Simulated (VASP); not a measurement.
# TiAl3 (Pmm2) in VASP: notebook

The runs below take TiAl3 through single point, with PBE.

All numbers are computed with VASP 6.6.1; they aren't measurements. Logs are shortened: lines on timing, memory, paths and dates and some standing lists are left out, and cuts for length are marked.

## Step 1: The cell of the first run

Symmetry: Pmm2, No. 25, orthorhombic system. Conventional cell: a = 2.840 Å, b = 4.681 Å, c = 4.901 Å, α = 90.00°, β = 90.00°, γ = 90.00°. Within 3.7 Å of Ti (site symmetry mm2) lie 10 Al at 2.83 to 2.85 Å and 2 Ti at 2.84 Å. Within 3.7 Å of Al (site symmetry mm2) lie 4 Ti at 2.83 to 2.84 Å and 8 Al at 2.84 to 2.86 Å. Al (site symmetry mm2) has 8 Al at 2.81 to 2.86 Å and 4 Ti at 2.85 Å within 3.7 Å. Al (site symmetry mm2) has 10 Al at 2.81 to 2.86 Å and 2 Ti at 2.85 Å within 3.7 Å.

## Step 2: Single point, PBE

File INCAR:

```
SYSTEM = TiAl3
ALGO = Fast
EDIFF = 1E-6
ENCUT = 520
GGA = PE
ISIF = 2
ISMEAR = 0
LASPH = .TRUE.
LCHARG = .FALSE.
LREAL = .FALSE.
LWAVE = .FALSE.
NBANDS = 18
NELM = 80
PREC = Accurate
SIGMA = 0.1
```

File KPOINTS:

```
k-points
0
G
  8 6 6
  0 0 0
```

File POSCAR:

```
TiAl3
1.0
    2.8396770000      0.0000000000      0.0000000000
    0.0000000000      4.6812640000      0.0000000000
    0.0000000000      0.0000000000      4.9007420000
Ti Al
1 3
Direct
    0.0000000000      0.5000000000      0.1659160000
    0.5000000000      0.5000000000      0.6672710000
    0.5000000000      0.0000000000      0.3309120000
    0.0000000000      0.0000000000      0.8359000000
```

Potentials or basis: VASP PAW PBE potentials, release 64 (Ti_sv, Al).

Launch:

```bash
$ cat potpaw_PBE.64/Ti_sv/POTCAR potpaw_PBE.64/Al/POTCAR > POTCAR
$ mpirun -np 1 vasp_std > vasp.out
```

OUTCAR:

```text
SYSTEM = TiAl3
   EDIFF = 1E-6
   ENCUT = 520
   GGA = PE
   ISIF = 2
   ISMEAR = 0
   LASPH = .TRUE.
   LREAL = .FALSE.
   NELM = 80
   PREC = Accurate

 ion  position               nearest neighbor table
   1  0.000  0.500  0.166-   2 2.83   2 2.83   2 2.84   2 2.84   4 2.85   4 2.85   3 2.85   3 2.85
                             3 2.85   3 2.85
   2  0.500  0.500  0.667-   1 2.83   1 2.83   1 2.84   1 2.84   4 2.86   4 2.86   4 2.86   4 2.86
                             3 2.86   3 2.86
   3  0.500  0.000  0.331-   4 2.81   4 2.81   4 2.85   4 2.85   1 2.85   1 2.85   1 2.85   1 2.85
                             2 2.86   2 2.86
   4  0.000  0.000  0.836-   3 2.81   3 2.81   1 2.85   1 2.85   3 2.85   3 2.85   2 2.86   2 2.86
                             2 2.86   2 2.86

  LATTYP: Found a simple orthorhombic cell.
 ALAT       =     2.8396770000
 B/A-ratio  =     1.6485198845
 C/A-ratio  =     1.7258096607

  Lattice vectors:

 A1 = (   2.8396770000,   0.0000000000,   0.0000000000)
 A2 = (   0.0000000000,   4.6812640000,   0.0000000000)
 A3 = (   0.0000000000,   0.0000000000,   4.9007420000)

Analysis of symmetry for initial positions (statically):
=====================================================================
 Subroutine PRICEL returns:
 Original cell was already a primitive cell.

 Routine SETGRP: Setting up the symmetry group for a
 simple orthorhombic supercell.

 Subroutine GETGRP returns: Found  4 space group operations
 (whereof  4 operations were pure point group operations)
 out of a pool of  8 trial point group operations.

The static configuration has the point symmetry C_2v.

Analysis of symmetry for dynamics (positions and initial velocities):
=====================================================================
 Subroutine PRICEL returns:
 Original cell was already a primitive cell.

 Routine SETGRP: Setting up the symmetry group for a
 simple orthorhombic supercell.

 Subroutine GETGRP returns: Found  4 space group operations
 (whereof  4 operations were pure point group operations)
 out of a pool of  8 trial point group operations.

The dynamic configuration has the point symmetry C_2v.

 Subroutine INISYM returns: Found  4 space group operations
 (whereof  4 operations are pure point group operations),
 and found     1 'primitive' translations

----------------------------------------------------------------------------------------

                                     Primitive cell

  volume of cell :      65.1469

  direct lattice vectors                    reciprocal lattice vectors
     2.839677000  0.000000000  0.000000000     0.352152727  0.000000000  0.000000000
     0.000000000  4.681264000  0.000000000     0.000000000  0.213617519  0.000000000
     0.000000000  0.000000000  4.900742000     0.000000000  0.000000000  0.204050734

  length of vectors
     2.839677000  4.681264000  4.900742000     0.352152727  0.213617519  0.204050734

  position of ions in fractional coordinates (direct lattice)
     0.000000000  0.500000000  0.165916000
     0.500000000  0.500000000  0.667271000
     0.500000000  0.000000000  0.330912000
     0.000000000  0.000000000  0.835900000

  ion indices of the primitive-cell ions
   primitive index   ion index
                 1           1
                 2           2
                 3           3
                 4           4

----------------------------------------------------------------------------------------

 KPOINTS: k-points

Automatic generation of k-mesh.
 Grid dimensions read from file:
 generate k-points for:    8    6    6

 Generating k-lattice:

  Cartesian coordinates                     Fractional coordinates (reciprocal lattice)
     0.044019091  0.000000000  0.000000000     0.125000000  0.000000000  0.000000000
     0.000000000  0.035602920  0.000000000     0.000000000  0.166666667  0.000000000
     0.000000000  0.000000000  0.034008456     0.000000000  0.000000000  0.166666667

  Length of vectors
     0.044019091  0.035602920  0.034008456

  Shift w.r.t. Gamma in fractional coordinates (k-lattice)
     0.000000000  0.000000000  0.000000000

 Subroutine IBZKPT returns following result:
 ===========================================

 Found     80 irreducible k-points:

 Following reciprocal coordinates:
            Coordinates               Weight
  0.000000  0.000000  0.000000      1.000000
  0.125000  0.000000  0.000000      2.000000
  0.250000  0.000000  0.000000      2.000000
  0.375000  0.000000  0.000000      2.000000
  0.500000  0.000000  0.000000      1.000000
  0.000000  0.166667  0.000000      2.000000
[... 16 lines left out ...]
  0.250000  0.000000  0.166667      4.000000
  0.375000  0.000000  0.166667      4.000000
 [... further k-points ...]
   k-points           NKPTS =     80   k-points in BZ     NKDIM =     80   number of bands    NBANDS=     18
   number of dos      NEDOS =    301   number of ions     NIONS =      4
   total plane-waves  NPLWV =  31104
   dimension x,y,z NGX =    24 NGY =   36 NGZ =   36
   dimension x,y,z NGXF=    48 NGYF=   72 NGZF=   72
   ions per type =               1   3
   NGX,Y,Z   is equivalent  to a cutoff of  14.05, 12.78, 12.21 a.u.
   NGXF,Y,Z  is equivalent  to a cutoff of  28.10, 25.57, 24.42 a.u.
 SYSTEM =  TiAl3
   PREC   = accura    normal or accurate (medium, high low for compatibility)
   ISTART =      0    job   : 0-new  1-cont  2-samecut
   ICHARG =      2    charge: 1-file 2-atom 10-const
   ISPIN  =      1    spin polarized calculation?
   LNONCOLLINEAR =      F non collinear calculations
   LSORBIT =      F    spin-orbit coupling
   LASPH  =      T    aspherical Exc in radial PAW
   ENCUT  =  520.0 eV  38.22 Ry    6.18 a.u.   5.28  8.70  9.11*2*pi/ulx,y,z
   NELM   =     80;   NELMIN=  2; NELMDL= -5     # of ELM steps
   EDIFF  = 0.1E-05   stopping-criterion for ELM
   LREAL  =      F    real-space projection
   EDIFFG = 0.1E-04   stopping-criterion for IOM
   NSW    =      0    number of steps for IOM
   IBRION =     -1    ionic relax: 0-MD 1-quasi-New 2-CG
   NFREE  =      0    steps in history (QN), initial steepest desc. (CG)
   ISIF   =      2    stress and relaxation
   ISYM   =      2    0-nonsym 1-usesym 2-fastsym
   POTIM  = 0.5000    time-step for ionic-motion
   TEBEG  =    0.0;   TEEND  =   0.0 temperature during run
   PSTRESS=    0.0 pullay stress
   NELECT =      21.0000    total number of electrons
   NUPDOWN=      -1.0000    fix difference up-down
   EMIN   =  10.00;   EMAX   =-10.00  energy-range for DOS
   EFERMI =   0.00;   METHOD = LEGACY
   ISMEAR =     0;   SIGMA  =   0.10  broadening in eV -4-tet -1-fermi 0-gaus
   EFERMI_NEDOS =   21; number of points for ismear=-14 and -15
   IALGO  =     68    algorithm
   IMIX   =      4    mixing-type and parameters
     AMIX     =   0.40;   BMIX     =  1.00
     AMIX_MAG =   1.60;   BMIX_MAG =  1.00
  volume/ion in A,a.u.               =      16.29       109.91
  Fermi-wavevector in a.u.,A,eV,Ry     =   1.122492  2.121202 17.143184  1.259988
  Thomas-Fermi vector in A             =   2.259152
   LORBIT       =      0    0 simple, 1 ext, 2 COOP (PROOUT), +10 PAW based schemes
   GGA     = PE    functional components
   LHFCALC =     F    Hartree Fock is set to
   AEXX    =    0.0000 exact exchange contribution
   IVDW    =     0    specifies the selected vdW correction
   LEPSILON=     F    determine dielectric tensor
   LRPA    =     F    only Hartree local field effects (RPA)
 non-spin polarized calculation
 RMM-DIIS sequential band-by-band and
 Gauss-broadening in eV      SIGMA  =   0.10
  energy-cutoff  :      520.00
  volume of cell :       65.15
 maximum number of plane-waves:      1776
 NGX is ok and might be reduce to    24
   NGX = 11   NGY = 17   NGZ = 19

 number of electron      21.0000004 magnetization

 Free energy of the ion-electron system (eV)
  ---------------------------------------------------
  ext. energy  EPLUGINS =         0.00000000
  ---------------------------------------------------
  free energy    TOTEN  =       -20.01576443 eV

  energy without entropy =      -19.99833369  energy(sigma->0) =      -20.00704906

 E-fermi :   8.0218     XC(G=0): -10.6318

 val. band max:        8.0147622133   @ k =   0.2500   0.5000   0.1667
 cond. band min:       8.0281491462   @ k =   0.1250   0.3333   0.3333
 fundamental gap:      0.0133869329
 Fermi energy:         8.0217876146

 k-point     1 :       0.0000    0.0000    0.0000
  band No.  band energies     occupation
      1     -48.4743      2.00000
      2     -24.8010      2.00000
      3     -24.7914      2.00000
      4     -24.4391      2.00000
      5      -2.0694      2.00000
      6       2.9863      2.00000
[... 10 lines left out ...]
     17      14.1059      0.00000
     18      14.8751      0.00000

 k-point     2 :       0.1250    0.0000    0.0000
  band No.  band energies     occupation
      1     -48.4666      2.00000
      2     -24.7934      2.00000
      3     -24.7836      2.00000
      4     -24.5046      2.00000
      5      -1.7779      2.00000
      6       3.2485      2.00000
[... 10 lines left out ...]
     17      12.4871      0.00000
     18      14.0655      0.00000

 k-point     3 :       0.2500    0.0000    0.0000
  band No.  band energies     occupation
      1     -48.4478      2.00000
      2     -24.7750      2.00000
      3     -24.7649      2.00000
      4     -24.6607      2.00000
      5      -0.9130      2.00000
      6       4.0165      2.00000
[... 10 lines left out ...]
     17      12.7527      0.00000
     18      13.8097      0.00000

 k-point     4 :       0.3750    0.0000    0.0000
  band No.  band energies     occupation
      1     -48.4290      2.00000
      2     -24.8139      2.00000
      3     -24.7565      2.00000
      4     -24.7460      2.00000
      5       0.4989      2.00000
      6       4.7477      2.00000
[... 375 lines left out ...]
      4     -24.5046      2.00000
      5      -1.6121      2.00000
      6       2.3522      2.00000
[... 10 lines left out ...]
     17      12.5902      0.00000
     18      14.8001      0.00000

 k-point    23 :       0.2500    0.0000    0.1667
  band No.  band energies     occupation
      1     -48.4478      2.00000
      2     -24.7750      2.00000
      3     -24.7653      2.00000
      4     -24.6607      2.00000
      5      -0.7535      2.00000
      6       3.1135      2.00000
[... 10 lines left out ...]
     17      12.0608      0.00000
     18      13.4155      0.00000

 k-point    24 :       0.3750    0.0000    0.1667
  band No.  band energies     occupation
      1     -48.4290      2.00000
      2     -24.8139      2.00000
      3     -24.7565      2.00000
      4     -24.7463      2.00000
      5       0.6476      2.00000
      6       4.2600      2.00000
[... 10 lines left out ...]
     17      11.7808      0.00000
     18      12.7072      0.00000

 [... further k-points ...]
[... 5 lines left out ...]
  --------------------------------------------------------------------------------------
  -------------------------------------------------------------------------------------
  Total       -0.2437023      0.1219911      0.0591379      0.0000000      0.0000000      0.0000000
  in kB       -5.9934421      3.0001619      1.4543949      0.0000000      0.0000000      0.0000000
  external PRESSURE =      -0.5129618 kB  Pullay stress =       0.0000000 kB

 VOLUME and BASIS-vectors are now :
 -----------------------------------------------------------------------------
  energy-cutoff  :      520.00
  volume of cell :       65.15
      direct lattice vectors                 reciprocal lattice vectors
     2.839677000  0.000000000  0.000000000     0.352152727  0.000000000  0.000000000
     0.000000000  4.681264000  0.000000000     0.000000000  0.213617519  0.000000000
     0.000000000  0.000000000  4.900742000     0.000000000  0.000000000  0.204050734

 POSITION                                       TOTAL-FORCE (eV/Angst)
 -----------------------------------------------------------------------------------
      0.00000      2.34063      0.81311         0.000000      0.000000     -0.030109
      1.41984      2.34063      3.27012         0.000000      0.000000     -0.014067
      1.41984      0.00000      1.62171         0.000000      0.000000      0.051253
      0.00000      0.00000      4.09653         0.000000      0.000000     -0.007077
 -----------------------------------------------------------------------------------
    total drift:                                0.000000     -0.000000      0.000082

  FREE ENERGIE OF THE ION-ELECTRON SYSTEM (eV)
  ---------------------------------------------------
  free  energy   TOTEN  =       -20.0157644285 eV

  energy  without entropy=      -19.9983336870  energy(sigma->0) =      -20.00704906
```

Run time: 68 s. Hardware: 1 thread of Intel Xeon 6975P-C (Granite Rapids), shared host; peak memory 0.22 GiB.

Results:

* Free energy: -20.0158 eV
* Pressure: -0.1 GPa
* Largest force: 0.051 eV/Å

Forces in eV/Å, atoms in the order of the input:
```
Ti   0.000  0.000 -0.030
Al   0.000  0.000 -0.014
Al   0.000  0.000  0.051
Al   0.000  0.000 -0.007
```

Levels at points of the mesh, in eV from the Fermi level:
```
           k point  band 7  band 8  band 9  band 10  band 11  band 12  band 13  band 14  band 15  band 16
(0.00, 0.00, 0.00)   -3.79   -3.45   -2.59    -0.73    -0.34     2.37     2.43     2.75     2.83     3.09
(0.50, 0.00, 0.00)   -2.10   -1.91   -1.69     0.40     0.63     0.78     1.42     1.56     2.27     2.67
(0.00, 0.50, 0.00)   -3.45   -3.08   -1.97    -1.44    -0.11     2.27     2.38     2.69     3.13     4.72
(0.50, 0.50, 0.00)   -3.63   -3.29   -1.63    -0.44    -0.27     0.82     1.17     1.37     3.44     3.85
(0.00, 0.00, 0.50)   -3.35   -2.20   -2.06    -1.02    -0.25     2.26     2.30     2.44     3.27     4.10
(0.50, 0.00, 0.50)   -3.80   -3.42   -1.27    -0.15    -0.08     0.61     1.25     1.98     3.29     3.71
(0.00, 0.50, 0.50)   -6.99   -4.75   -0.13     0.01     0.79     2.29     2.30     3.74     5.03     5.28
(0.50, 0.50, 0.50)   -3.46   -3.21   -2.74    -2.73    -0.76    -0.15     1.06     2.10     2.38     2.57
```

[end of part 1 of 2]
